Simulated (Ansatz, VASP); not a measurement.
## CdPd in VASP and in Ansatz

```
CELL_PARAMETERS angstrom
3.02760 0.00000 0.00000
0.00000 3.02760 0.00000
0.00000 0.00000 3.63100
ATOMIC_POSITIONS crystal
Cd 0.00000 0.00000 0.00000
Pd 0.50000 0.50000 0.50000
```

Alike in both runs: task single point; functional LDA; k mesh 6 × 6 × 6; occupations gaussian, width 0.1 eV; no spin polarisation.

```csv
,VASP,Ansatz
version,VASP 6.6.1,Ansatz 0.2.0
potentials or method,"VASP PAW LDA potentials, release 64 (Cd, Pd), cutoff 500 eV","scalar-relativistic, plane waves, PAW"
valence electrons in the cell,22,38
```

```tsv
	VASP	Ansatz	Ansatz less VASP
gap on the k mesh at the Fermi level (eV)	none	none	-
pressure (GPa)	-4.7	-6.0	-1.27
traceless stress, the component that is largest in VASP (GPa)	1.72	1.63	-0.087
```

LDA's correlation is that of Perdew and Zunger in VASP and of Perdew and Wang (1992) in Ansatz. A gap of «none» marks a metal or a gap that the smearing closes. VASP's potentials hold 22 valence electrons a cell and Ansatz's 38, so a difference there can come from the potentials and not from the codes.
